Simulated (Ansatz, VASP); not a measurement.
# One calculation of CdSe, two programs

```
Cd Se
1.0
     4.12369    0.00000    0.00000
    -2.06184    3.57122    0.00000
     0.00000    0.00000    7.39762
Cd Se
2 2
Direct
  0.33333 0.66667 0.01008
  0.66667 0.33333 0.51008
  0.33333 0.66667 0.36492
  0.66667 0.33333 0.86492
```

Change from the starting cell: epitaxial_xy strain -5.0%.

Alike in both runs: task single point; functional r2SCAN; k mesh 12 × 12 × 4; no spin polarisation.

|  | VASP | Ansatz |
| --- | --- | --- |
| version | VASP 6.6.1 | Ansatz 0.2.0 |
| potentials or method | VASP PAW PBE potentials, release 64 (Cd, Se) | plane waves, PAW |
| plane-wave cutoff (eV) | 520 | 500 |
| occupations | gaussian, width 0.01 eV | fixed |
| valence electrons in the cell | 36 | 72 |

Ansatz gave:

```
gap on the k mesh at the Fermi level (eV)                     : 0.89
pressure (GPa)                                                : 2.9
traceless stress, the component that is largest in VASP (GPa) : -2.92
```

Which values does VASP return?

gap on the k mesh at the Fermi level (eV): 0.88; pressure (GPa): 3.3; traceless stress, the component that is largest in VASP (GPa): -2.93.

VASP's potentials were made for PBE, not for r2SCAN. VASP's potentials hold 36 valence electrons a cell and Ansatz's 72, so a difference there can come from the potentials and not from the codes.
